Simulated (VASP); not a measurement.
Crystal: Sr.

```xyz
1
Lattice="-2.4250 2.4250 2.4250 2.4250 -2.4250 2.4250 2.4250 2.4250 -2.4250" Properties=species:S:1:pos:R:3 pbc="T T T"
Sr    0.0000    0.0000    0.0000
```

This isn't the form of Sr at room conditions, which is fcc.

| Item | Value |
| --- | --- |
| Program | VASP 6.6.1 |
| Task | relaxation of volume and atoms at fixed shape |
| Functional | PBE |
| Potentials or basis | VASP PAW PBE potentials, release 64 (Sr_sv) |
| Cutoff | 500 eV |
| k mesh | 4 × 4 × 4 |
| Occupations | methfessel-paxton, width 0.1 eV |
| Spin | no spin polarisation |

At the start: pressure -0.8 GPa; volume 57.04 Å³/atom.

Where does the relaxation end?

Over 4 steps the energy falls by 12.1 meV/atom and the volume is 52.82 Å³/atom (-7.4 %); space group Im-3m (No. 229, to 0.1 Å) before and after.

Step by step:
| step | energy change (eV) | largest force (eV/Å) | pressure (GPa) | volume (Å³) |
| --- | --- | --- | --- | --- |
| 1 | 0.0000 | 0.0000 | -0.85 | 57.04 |
| 2 | -0.0098 | 0.0000 | -0.41 | 54.58 |
| 3 | -0.0121 | 0.0000 | -0.03 | 52.96 |
| 4 | -0.0121 | 0.0000 | 0.00 | 52.82 |

Final structure:
```
Sr
1.0
    -2.36357    2.36357    2.36357
     2.36357   -2.36357    2.36357
     2.36357    2.36357   -2.36357
Sr
1
Direct
  0.00000 0.00000 0.00000
```

Caveat: the k points lie up to 0.47 Å⁻¹ apart in the final cell, too coarse for converged energies and pressures of a metal.
